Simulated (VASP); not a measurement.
Set up this calculation in VASP 6.6.1, as the native input.

- Task: single point
- Functional: r2SCAN
- Potentials or basis: VASP PAW PBE potentials, release 64 (Se)
- Cutoff: 520 eV
- k mesh: 8 × 8 × 8
- Occupations: gaussian, width 0.1 eV
- Spin: no spin polarisation
- Dipole correction: no
- Further INCAR settings: ALGO = Normal; EDIFF = 1e-06; NBANDS = 9

The system is Se.

```
Se
1.0
    -1.70345    1.70345    1.70345
     1.70345   -1.70345    1.70345
     1.70345    1.70345   -1.70345
Se
1
Direct
  0.00000 0.00000 0.00000
```

This isn't the form of Se at room conditions, which is trigonal, of chains.

One way to write it, as run:

POSCAR

```
Se
1.0
   -1.7034486149      1.7034486149      1.7034486149
    1.7034486149     -1.7034486149      1.7034486149
    1.7034486149      1.7034486149     -1.7034486149
Se
1
Direct
    0.0000000000      0.0000000000      0.0000000000
```

INCAR.step1

```
PREC = Accurate
ENCUT = 520
ISMEAR = 0
SIGMA = 0.1
LREAL = F
LASPH = T
NELM = 100
NBANDS = 9
GGA = PE
ALGO = Normal
EDIFF = 1E-4
LWAVE = T
LCHARG = F
```

INCAR.step2

```
PREC = Accurate
ENCUT = 520
EDIFF = 1E-6
ISMEAR = 0
SIGMA = 0.1
LREAL = F
LASPH = T
NELM = 100
ALGO = Normal
ISIF = 2
LWAVE = F
LCHARG = F
METAGGA = R2SCAN
LMIXTAU = T
NBANDS = 9
ISTART = 1
```

KPOINTS

```
regular mesh
0
Gamma
  8 8 8
```

Potentials or basis: VASP PAW PBE potentials, release 64 (Se).

Run with:

```sh
$ cat potpaw_PBE.64/Se/POTCAR > POTCAR
$ cp INCAR.step1 INCAR
$ mpirun -np 1 vasp_std > vasp.out
$ cp INCAR.step2 INCAR
$ mpirun -np 1 vasp_std > vasp.out
```

Results of the run:

The pressure is 1.4 GPa and the band gap on the k mesh is zero (bands 3 and 4 overlap by 7.22 eV).

Caveat: the PAW data sets were made with another functional, which shifts forces and pressure a little.

It took 22 s on 1 thread of Intel Xeon 8259CL (shared host), peak memory 0.14 GiB.
